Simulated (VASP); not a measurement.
Runs of VASP 6.6.1 on TePb. The structure is that of space group Fm-3m (No. 225), or close to it. The cells are those of the table. 

```csv
cell,gap on the mesh (eV),pressure (GPa)
"a = 4.575 Å, angles 60.0°, 2 atoms",1.03,1.3
"a = 4.668 Å, angles 60.0°, 2 atoms",1.15,-1.2
"a = 4.712 Å, angles 60.0°, 2 atoms",1.20,(b)
"a = 4.527 Å, angles 60.0°, 2 atoms",(a),3.0
```

Alike in all rows: task single point; level r2SCAN; potentials or basis VASP PAW PBE potentials, release 64 (Te, Pb_d); no spin polarisation; k mesh 8 × 8 × 8; cutoff (eV) 550; smearing gaussian 0.02 eV.

Problem. Fill in the values left out.

Solution. (a) 0.96; (b) -2.2.

Caveats: the PAW data sets were made with another functional, which shifts forces and pressure a little; spin-orbit coupling is left out, which moves the levels of the heavy elements.

A k mesh can miss the band edges, and the runs leave out spin-orbit coupling on Pb, Te.
